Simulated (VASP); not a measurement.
Write the native input for VASP 6.6.1 that does the following.

```yaml
Task: single point
Functional: PBE
Potentials_or_basis: VASP PAW PBE potentials, release 64 (Al, As)
Cutoff: 520 eV
k_mesh: 2 × 2 × 2
Occupations: gaussian, width 0.1 eV
Spin: no spin polarisation
Dipole_correction: no
Further_INCAR_settings: LREAL = Auto; ALGO = Normal; EDIFF = 1e-06; NBANDS = 42
```

The structure of Al8As7 (a cell with a defect) lies in POSCAR:

```
Al8As7
1.0
    0.0000000000      5.6579320000      5.6579320000
    5.6579320000      0.0000000000      5.6579320000
    5.6579320000      5.6579320000      0.0000000000
Al As
8 7
Direct
   -0.1098226348      0.1370141953     -0.0142642223
   -0.0180484672     -0.0390840682      0.5279003000
    0.0275244559      0.4707544205      0.0484294438
    0.0275461953      0.4707501787      0.4519203306
    0.4698239569      0.0313070217      0.0017138771
    0.4698288173      0.0312988032      0.4958257717
    0.6291213822      0.5122327380     -0.0713476231
    0.4875732865      0.5137275421      0.4986833529
    0.0970446446      0.0940467294      0.1537722617
    0.0970480911      0.0940475248      0.6537990382
    0.1159383853      0.5840422791      0.6493375141
    0.4274872869      0.2780567175      0.1465643277
    0.6090539794      0.1371373852      0.6262388802
    0.6450499052      0.6562159991      0.1238667237
    0.6450629841      0.6562119340      0.5735225344
```

The input as run:

INCAR

```
PREC = Accurate
ENCUT = 520
EDIFF = 1E-6
ISMEAR = 0
SIGMA = 0.1
LREAL = Auto
LASPH = T
NELM = 60
ALGO = Normal
ISIF = 2
LWAVE = F
LCHARG = F
GGA = PE
NBANDS = 42
```

KPOINTS

```
regular mesh
0
Gamma
  2 2 2
```

Potentials or basis: VASP PAW PBE potentials, release 64 (Al, As).

Launch:

```console
$ cat potpaw_PBE.64/Al/POTCAR potpaw_PBE.64/As/POTCAR > POTCAR
$ mpirun -np 1 vasp_std > vasp.out
```

It gave:

```json
{"Pressure": "0.2 GPa", "Largest force": "0.019 eV/Å", "Band gap on the k mesh": "zero (an odd number of electrons rules out a gap without spin polarisation)"}
```

Caveat: the k points lie up to 0.48 Å⁻¹ apart, too coarse for converged energies and pressures of a metal.

Wall time 7.4 min on 1 thread of AMD EPYC 7R13, on a shared host, peak memory 0.46 GiB.
